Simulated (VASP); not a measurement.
# GaAs2 (P6_3/mmc) in VASP: notebook

The runs below take GaAs2 through single point, relaxation of cell and atoms, with PBE.

Everything below comes from runs of VASP 6.6.1. Logs are shortened: lines on timing, memory, paths and dates and some standing lists are left out, and cuts for length are marked.

## Step 1: The cell of the first run

Symmetry: P6_3/mmc, No. 194, hexagonal system. Conventional cell: a = 3.208 Å, b = 3.208 Å, c = 12.476 Å, α = 90.00°, β = 90.00°, γ = 120.00°. Ga (site symmetry -6m2) has 6 As at 2.40 Å and 6 Ga at 3.21 Å within 3.3 Å. As (site symmetry 3m) has 3 Ga at 2.40 Å and 7 As at 3.06 to 3.21 Å within 3.3 Å.

## Step 2: Single point, PBE

Contents of INCAR:

```
  PREC = Accurate
  ENCUT = 520
  EDIFF = 1E-7
  ISMEAR = 0
  SIGMA = 0.1
  LREAL = False
  LASPH = True
  NELM = 100
  ALGO = Normal
  ISIF = 2
  LWAVE = False
  LCHARG = False
  GGA = PE
  NBANDS = 32
```

Contents of KPOINTS:

```
regular mesh
0
Gamma
  6 6 2
```

Contents of POSCAR:

```
GaAs2
1.0
    3.2076536878      0.0000000000      0.0000000000
   -1.6038268439      2.7779095802      0.0000000000
    0.0000000000      0.0000000000     12.4764574849
Ga As
2 4
Direct
    0.3333333333      0.6666666667      0.2500000000
    0.6666666667      0.3333333333      0.7500000000
    0.3333333333      0.6666666667      0.6275000000
    0.6666666667      0.3333333333      0.1275000000
    0.3333333333      0.6666666667      0.8725000000
    0.6666666667      0.3333333333      0.3725000000
```

Potentials or basis: VASP PAW PBE potentials, release 64 (Ga_d, As).

Started as:

```bash
cat potpaw_PBE.64/Ga_d/POTCAR potpaw_PBE.64/As/POTCAR > POTCAR
mpirun -np 1 vasp_std > vasp.out
```

OUTCAR:

```text
PREC = Accurate
   ENCUT = 520
   EDIFF = 1E-7
   ISMEAR = 0
   LREAL = False
   LASPH = True
   NELM = 100
   ISIF = 2
   GGA = PE

 ion  position               nearest neighbor table
   1  0.333  0.667  0.250-   4 2.40   6 2.40   4 2.40   6 2.40   4 2.40   6 2.40
   2  0.667  0.333  0.750-   3 2.40   5 2.40   3 2.40   5 2.40   3 2.40   5 2.40
   3  0.333  0.667  0.627-   2 2.40   2 2.40   2 2.40
   4  0.667  0.333  0.127-   1 2.40   1 2.40   1 2.40
   5  0.333  0.667  0.873-   2 2.40   2 2.40   2 2.40
   6  0.667  0.333  0.373-   1 2.40   1 2.40   1 2.40

  LATTYP: Found a hexagonal cell.
 ALAT       =     3.2076536878
 C/A-ratio  =     3.8895899306

  Lattice vectors:

 A1 = (   3.2076536878,   0.0000000000,   0.0000000000)
 A2 = (  -1.6038268439,   2.7779095802,   0.0000000000)
 A3 = (   0.0000000000,   0.0000000000,  12.4764574849)

Analysis of symmetry for initial positions (statically):
=====================================================================
 Subroutine PRICEL returns:
 Original cell was already a primitive cell.

 Routine SETGRP: Setting up the symmetry group for a
 hexagonal supercell.

 Subroutine GETGRP returns: Found 24 space group operations
 (whereof 12 operations were pure point group operations)
 out of a pool of 24 trial point group operations.

The static configuration has the point symmetry D_3d.
 The point group associated with its full space group is D_6h.

Analysis of symmetry for dynamics (positions and initial velocities):
=====================================================================
 Subroutine PRICEL returns:
 Original cell was already a primitive cell.

 Routine SETGRP: Setting up the symmetry group for a
 hexagonal supercell.

 Subroutine GETGRP returns: Found 24 space group operations
 (whereof 12 operations were pure point group operations)
 out of a pool of 24 trial point group operations.

The dynamic configuration has the point symmetry D_3d.
 The point group associated with its full space group is D_6h.

 Subroutine INISYM returns: Found 24 space group operations
 (whereof 12 operations are pure point group operations),
 and found     1 'primitive' translations

----------------------------------------------------------------------------------------

                                     Primitive cell

  volume of cell :     111.1724

  direct lattice vectors                    reciprocal lattice vectors
     3.207653688  0.000000000  0.000000000     0.311754353  0.179991460  0.000000000
    -1.603826844  2.777909580  0.000000000     0.000000000  0.359982919  0.000000000
[... 87 lines left out ...]
   NFREE  =      0    steps in history (QN), initial steepest desc. (CG)
   ISIF   =      2    stress and relaxation
   ISYM   =      2    0-nonsym 1-usesym 2-fastsym
   POTIM  = 0.5000    time-step for ionic-motion
   TEBEG  =    0.0;   TEEND  =   0.0 temperature during run
   PSTRESS=    0.0 pullay stress
   NELECT =      46.0000    total number of electrons
   NUPDOWN=      -1.0000    fix difference up-down
   EMIN   =  10.00;   EMAX   =-10.00  energy-range for DOS
   EFERMI =   0.00;   METHOD = LEGACY
   ISMEAR =     0;   SIGMA  =   0.10  broadening in eV -4-tet -1-fermi 0-gaus
   EFERMI_NEDOS =   21; number of points for ismear=-14 and -15
   IALGO  =     38    algorithm
   IMIX   =      4    mixing-type and parameters
     AMIX     =   0.40;   BMIX     =  1.00
     AMIX_MAG =   1.60;   BMIX_MAG =  1.00
  volume/ion in A,a.u.               =      18.53       125.04
  Fermi-wavevector in a.u.,A,eV,Ry     =   1.219912  2.305299 20.247988  1.488185
  Thomas-Fermi vector in A             =   2.355148
   LORBIT       =      0    0 simple, 1 ext, 2 COOP (PROOUT), +10 PAW based schemes
   GGA     = PE    functional components
   LHFCALC =     F    Hartree Fock is set to
   AEXX    =    0.0000 exact exchange contribution
   IVDW    =     0    specifies the selected vdW correction
   LEPSILON=     F    determine dielectric tensor
   LRPA    =     F    only Hartree local field effects (RPA)
 non-spin polarized calculation
 Gauss-broadening in eV      SIGMA  =   0.10
  energy-cutoff  :      520.00
  volume of cell :      111.17
 maximum number of plane-waves:      3042
 NGX is ok and might be reduce to    24
   NGX = 11   NGY = 11   NGZ = 47

 number of electron      45.9999958 magnetization

 Free energy of the ion-electron system (eV)
  ---------------------------------------------------
  ext. energy  EPLUGINS =         0.00000000
  ---------------------------------------------------
  free energy    TOTEN  =       -20.54239177 eV

  energy without entropy =      -20.52713520  energy(sigma->0) =      -20.53476348

 E-fermi :   6.2043     XC(G=0): -10.6529

 val. band max:        6.1859440414   @ k =   0.3333   0.0000   0.5000
 cond. band min:       6.2244199146   @ k =   0.5000  -0.0000   0.5000
 fundamental gap:      0.0384758731
 Fermi energy:         6.2042786257

 k-point     1 :       0.0000    0.0000    0.0000
  band No.  band energies     occupation
      1      -9.2943      2.00000
      2      -9.2943      2.00000
      3      -9.2943      2.00000
      4      -9.2943      2.00000
      5      -9.2810      2.00000
      6      -9.2783      2.00000
[... 479 lines left out ...]
     31      12.9388      0.00000
     32      12.9388      0.00000

------------------------ aborting loop because EDIFF is reached ----------------------------------------

  FORCE on cell =-STRESS in cart. coord.  units (eV):
  Direction    XX          YY          ZZ          XY          YZ          ZX
  --------------------------------------------------------------------------------------
  -------------------------------------------------------------------------------------
  Total       16.4333971     16.4333971     15.4521393      0.0000000     -0.0000000      0.0000000
  in kB      236.8323709    236.8323709    222.6908260      0.0000000     -0.0000000      0.0000000
  external PRESSURE =     232.1185226 kB  Pullay stress =       0.0000000 kB

 VOLUME and BASIS-vectors are now :
 -----------------------------------------------------------------------------
  energy-cutoff  :      520.00
  volume of cell :      111.17
      direct lattice vectors                 reciprocal lattice vectors
     3.207653688  0.000000000  0.000000000     0.311754353  0.179991460  0.000000000
    -1.603826844  2.777909580  0.000000000     0.000000000  0.359982919  0.000000000
     0.000000000  0.000000000 12.476457485     0.000000000  0.000000000  0.080150956

 POSITION                                       TOTAL-FORCE (eV/Angst)
 -----------------------------------------------------------------------------------
     -0.00000      1.85194      3.11911        -0.000000     -0.000000     -0.000000
      1.60383      0.92597      9.35734         0.000000      0.000000     -0.000000
     -0.00000      1.85194      7.82898         0.000000     -0.000000     -2.513574
      1.60383      0.92597      1.59075        -0.000000      0.000000     -2.513574
     -0.00000      1.85194     10.88571         0.000000      0.000000      2.513574
      1.60383      0.92597      4.64748        -0.000000      0.000000      2.513574
 -----------------------------------------------------------------------------------
    total drift:                                0.000000     -0.000000      0.000000

  FREE ENERGIE OF THE ION-ELECTRON SYSTEM (eV)
  ---------------------------------------------------
  free  energy   TOTEN  =       -20.5423917711 eV

  energy  without entropy=      -20.5271351957  energy(sigma->0) =      -20.53476348
```

It took 80 s on 1 thread of Intel Xeon 8259CL, shared host; peak memory 0.23 GiB.

Results:

```yaml
Free_energy: -20.5424 eV
Pressure: 23.2 GPa
Largest_force: 2.514 eV/Å
Band_gap_on_the_k_mesh: zero (bands 23 and 24 overlap by 6.05 eV)
```

Forces in eV/Å, atoms in the order of the input:
```
Ga   0.000  0.000  0.000
Ga   0.000  0.000  0.000
As   0.000  0.000 -2.514
As   0.000  0.000 -2.514
As   0.000  0.000  2.514
As   0.000  0.000  2.514
```

Stress tensor (GPa, compression positive):
```
23.68  0.00  0.00
 0.00 23.68  0.00
 0.00  0.00 22.27
```

Caveat: the k points lie up to 0.38 Å⁻¹ apart, too coarse for converged energies and pressures of a metal; this functional lacks dispersion, which binds layers or chains, so the pressure and a relaxed spacing across them are unreliable; forces of over 1 eV/Å act on the atoms, so gaps and moduli don't describe the material at rest.

## Step 3: Single point, PBE

This run uses another cell than the first one, of 21.39 Å³/atom.

Contents of INCAR:

```
ALGO = Normal
EDIFF = 1E-6
ENCUT = 520
GGA = PE
ISIF = 2
ISMEAR = 0
LASPH = True
LCHARG = False
LREAL = False
LWAVE = False
NBANDS = 32
NELM = 100
PREC = Accurate
SIGMA = 0.1
```

Contents of KPOINTS:

```
k-points
0
Gamma
  6 6 2
```

Contents of POSCAR:

```
GaAs2
1.0
    3.6969062340      0.0000000000      0.0000000000
   -1.8484531170      3.2016147140      0.0000000000
    0.0000000000      0.0000000000     10.8433545405
Ga As
2 4
Direct
    0.3333333333      0.6666666667      0.2500000000
    0.6666666667      0.3333333333      0.7500000000
    0.3333333333      0.6666666667      0.5709285201
    0.6666666667      0.3333333333      0.0709285201
    0.3333333333      0.6666666667      0.9290714799
    0.6666666667      0.3333333333      0.4290714799
```

Potentials or basis: VASP PAW PBE potentials, release 64 (Ga_d, As).

Started as:

```bash
cat potpaw_PBE.64/Ga_d/POTCAR potpaw_PBE.64/As/POTCAR > POTCAR
mpirun -np 1 vasp_std > vasp.out
```

OUTCAR:

```text
EDIFF = 1E-6
   ENCUT = 520
   GGA = PE
   ISIF = 2
   ISMEAR = 0
   LASPH = True
   LREAL = False
   NELM = 100
   PREC = Accurate

 ion  position               nearest neighbor table
   1  0.333  0.667  0.250-   4 2.89   6 2.89   4 2.89   6 2.89   4 2.89   6 2.89
   2  0.667  0.333  0.750-   3 2.89   5 2.89   3 2.89   5 2.89   3 2.89   5 2.89
   3  0.333  0.667  0.571-   6 2.63   6 2.63   6 2.63   2 2.89   2 2.89   2 2.89
   4  0.667  0.333  0.071-   5 2.63   5 2.63   5 2.63   1 2.89   1 2.89   1 2.89
   5  0.333  0.667  0.929-   4 2.63   4 2.63   4 2.63   2 2.89   2 2.89   2 2.89
   6  0.667  0.333  0.429-   3 2.63   3 2.63   3 2.63   1 2.89   1 2.89   1 2.89

  LATTYP: Found a hexagonal cell.
 ALAT       =     3.6969062340
 C/A-ratio  =     2.9330888733

  Lattice vectors:

 A1 = (   3.6969062340,   0.0000000000,   0.0000000000)
 A2 = (  -1.8484531170,   3.2016147140,   0.0000000000)
 A3 = (   0.0000000000,   0.0000000000,  10.8433545405)

Analysis of symmetry for initial positions (statically):
=====================================================================
 Subroutine PRICEL returns:
 Original cell was already a primitive cell.

 Routine SETGRP: Setting up the symmetry group for a
 hexagonal supercell.

 Subroutine GETGRP returns: Found 24 space group operations
 (whereof 12 operations were pure point group operations)
 out of a pool of 24 trial point group operations.

The static configuration has the point symmetry D_3d.
 The point group associated with its full space group is D_6h.

Analysis of symmetry for dynamics (positions and initial velocities):
=====================================================================
 Subroutine PRICEL returns:
 Original cell was already a primitive cell.

 Routine SETGRP: Setting up the symmetry group for a
 hexagonal supercell.

 Subroutine GETGRP returns: Found 24 space group operations
 (whereof 12 operations were pure point group operations)
 out of a pool of 24 trial point group operations.

The dynamic configuration has the point symmetry D_3d.
 The point group associated with its full space group is D_6h.

 Subroutine INISYM returns: Found 24 space group operations
 (whereof 12 operations are pure point group operations),
 and found     1 'primitive' translations

----------------------------------------------------------------------------------------

                                     Primitive cell

  volume of cell :     128.3427

  direct lattice vectors                    reciprocal lattice vectors
     3.696906234  0.000000000  0.000000000     0.270496447  0.156171196  0.000000000
    -1.848453117  3.201614714  0.000000000     0.000000000  0.312342393  0.000000000
     0.000000000  0.000000000 10.843354541     0.000000000  0.000000000  0.092222383

  length of vectors
     3.696906234  3.696906234 10.843354541     0.312342393  0.312342393  0.092222383

  position of ions in fractional coordinates (direct lattice)
     0.333333333  0.666666667  0.250000000
     0.666666667  0.333333333  0.750000000
     0.333333333  0.666666667  0.570928520
     0.666666667  0.333333333  0.070928520
     0.333333333  0.666666667  0.929071480
[... 43 lines left out ...]
  0.166667  0.166667  0.000000      6.000000
  0.333333  0.166667  0.000000     12.000000
  0.333333  0.333333  0.000000      2.000000
  0.000000  0.000000  0.500000      1.000000
  0.166667  0.000000  0.500000      6.000000
  0.333333  0.000000  0.500000      6.000000
  0.500000  0.000000  0.500000      3.000000
  0.166667  0.166667  0.500000      6.000000
  0.333333  0.166667  0.500000     12.000000
  0.333333  0.333333  0.500000      2.000000
   k-points           NKPTS =     14   k-points in BZ     NKDIM =     14   number of bands    NBANDS=     32
   number of dos      NEDOS =    301   number of ions     NIONS =      6
   total plane-waves  NPLWV =  65856
   dimension x,y,z NGX =    28 NGY =   28 NGZ =   84
   dimension x,y,z NGXF=    56 NGYF=   56 NGZF=  168
   ions per type =               2   4
   NGX,Y,Z   is equivalent  to a cutoff of  12.59, 12.59, 12.88 a.u.
   NGXF,Y,Z  is equivalent  to a cutoff of  25.18, 25.18, 25.76 a.u.
 SYSTEM =  unknown system
   PREC   = accura    normal or accurate (medium, high low for compatibility)
   ISTART =      0    job   : 0-new  1-cont  2-samecut
   ICHARG =      2    charge: 1-file 2-atom 10-const
   ISPIN  =      1    spin polarized calculation?
   LNONCOLLINEAR =      F non collinear calculations
   LSORBIT =      F    spin-orbit coupling
   LASPH  =      T    aspherical Exc in radial PAW
   ENCUT  =  520.0 eV  38.22 Ry    6.18 a.u.   6.87  6.87 20.16*2*pi/ulx,y,z
   NELM   =    100;   NELMIN=  2; NELMDL= -5     # of ELM steps
   EDIFF  = 0.1E-05   stopping-criterion for ELM
   LREAL  =      F    real-space projection
   EDIFFG = 0.1E-04   stopping-criterion for IOM
   NSW    =      0    number of steps for IOM
   IBRION =     -1    ionic relax: 0-MD 1-quasi-New 2-CG
   NFREE  =      0    steps in history (QN), initial steepest desc. (CG)
   ISIF   =      2    stress and relaxation
   ISYM   =      2    0-nonsym 1-usesym 2-fastsym
   POTIM  = 0.5000    time-step for ionic-motion
   TEBEG  =    0.0;   TEEND  =   0.0 temperature during run
   PSTRESS=    0.0 pullay stress
   NELECT =      46.0000    total number of electrons
   NUPDOWN=      -1.0000    fix difference up-down
   EMIN   =  10.00;   EMAX   =-10.00  energy-range for DOS
   EFERMI =   0.00;   METHOD = LEGACY
   ISMEAR =     0;   SIGMA  =   0.10  broadening in eV -4-tet -1-fermi 0-gaus
   EFERMI_NEDOS =   21; number of points for ismear=-14 and -15
   IALGO  =     38    algorithm
   IMIX   =      4    mixing-type and parameters
     AMIX     =   0.40;   BMIX     =  1.00
     AMIX_MAG =   1.60;   BMIX_MAG =  1.00
  volume/ion in A,a.u.               =      21.39       144.35
  Fermi-wavevector in a.u.,A,eV,Ry     =   1.162886  2.197535 18.399203  1.352303
  Thomas-Fermi vector in A             =   2.299442
   LORBIT       =      0    0 simple, 1 ext, 2 COOP (PROOUT), +10 PAW based schemes
   GGA     = PE    functional components
   LHFCALC =     F    Hartree Fock is set to
   AEXX    =    0.0000 exact exchange contribution
   IVDW    =     0    specifies the selected vdW correction
   LEPSILON=     F    determine dielectric tensor
   LRPA    =     F    only Hartree local field effects (RPA)
 non-spin polarized calculation
 Gauss-broadening in eV      SIGMA  =   0.10
  energy-cutoff  :      520.00
  volume of cell :      128.34
 maximum number of plane-waves:      3494
 NGX is ok and might be reduce to    28
   NGX = 13   NGY = 13   NGZ = 41

 number of electron      45.9999993 magnetization

 Free energy of the ion-electron system (eV)
  ---------------------------------------------------
  ext. energy  EPLUGINS =         0.00000000
  ---------------------------------------------------
  free energy    TOTEN  =       -23.67073947 eV

  energy without entropy =      -23.66468154  energy(sigma->0) =      -23.66771050

 E-fermi :   5.1100     XC(G=0): -10.1463

 val. band max:        5.0965818437   @ k =   0.0000   0.0000   0.0000
 cond. band min:       5.2136159427   @ k =   0.1667   0.1667   0.0000
 fundamental gap:      0.1170340990
 Fermi energy:         5.1099976528

 k-point     1 :       0.0000    0.0000    0.0000
  band No.  band energies     occupation
      1      -9.8003      2.00000
      2      -9.7596      2.00000
      3      -9.7398      2.00000
      4      -9.7398      2.00000
      5      -9.7391      2.00000
      6      -9.7391      2.00000
[... 479 lines left out ...]
     31      10.7554      0.00000
     32      10.7554      0.00000

------------------------ aborting loop because EDIFF is reached ----------------------------------------

  FORCE on cell =-STRESS in cart. coord.  units (eV):
  Direction    XX          YY          ZZ          XY          YZ          ZX
  --------------------------------------------------------------------------------------
  -------------------------------------------------------------------------------------
  Total        0.4121565      0.4121565      0.0688848      0.0000000      0.0000000      0.0000000
  in kB        5.1451921      5.1451921      0.8599295      0.0000000      0.0000000      0.0000000
  external PRESSURE =       3.7167712 kB  Pullay stress =       0.0000000 kB

 VOLUME and BASIS-vectors are now :
 -----------------------------------------------------------------------------
  energy-cutoff  :      520.00
  volume of cell :      128.34
      direct lattice vectors                 reciprocal lattice vectors
     3.696906234  0.000000000  0.000000000     0.270496447  0.156171196  0.000000000
    -1.848453117  3.201614714  0.000000000     0.000000000  0.312342393  0.000000000
     0.000000000  0.000000000 10.843354541     0.000000000  0.000000000  0.092222383

 POSITION                                       TOTAL-FORCE (eV/Angst)
 -----------------------------------------------------------------------------------
     -0.00000      2.13441      2.71084        -0.000000      0.000000      0.000000
      1.84845      1.06720      8.13252         0.000000     -0.000000      0.000000
     -0.00000      2.13441      6.19078        -0.000000      0.000000     -0.009367
      1.84845      1.06720      0.76910        -0.000000      0.000000     -0.009367
     -0.00000      2.13441     10.07425        -0.000000     -0.000000      0.009367
      1.84845      1.06720      4.65257        -0.000000     -0.000000      0.009367
 -----------------------------------------------------------------------------------
    total drift:                               -0.000000      0.000000     -0.000000

  FREE ENERGIE OF THE ION-ELECTRON SYSTEM (eV)
  ---------------------------------------------------
  free  energy   TOTEN  =       -23.6707394684 eV

  energy  without entropy=      -23.6646815371  energy(sigma->0) =      -23.66771050
```

Run time: 80 s. Hardware: 1 thread of Intel Xeon 8259CL, shared host; peak memory 0.26 GiB.

What came out:

| Quantity | Value |
| --- | --- |
| Free energy | -23.6707 eV |
| Pressure | 0.4 GPa |
| Largest force | 0.009 eV/Å |
| Band gap on the k mesh | zero (bands 23 and 24 overlap by 3.27 eV) |

Forces in eV/Å, atoms in the order of the input:
```
Ga   0.000  0.000  0.000
Ga   0.000  0.000  0.000
As   0.000  0.000 -0.009
As   0.000  0.000 -0.009
As   0.000  0.000  0.009
As   0.000  0.000  0.009
```

Stress tensor (GPa, compression positive):
```
0.51 0.00 0.00
0.00 0.51 0.00
0.00 0.00 0.09
```

[end of part 1 of 2]

The gap in the log of VASP goes by the Fermi energy; the results here count the filled bands.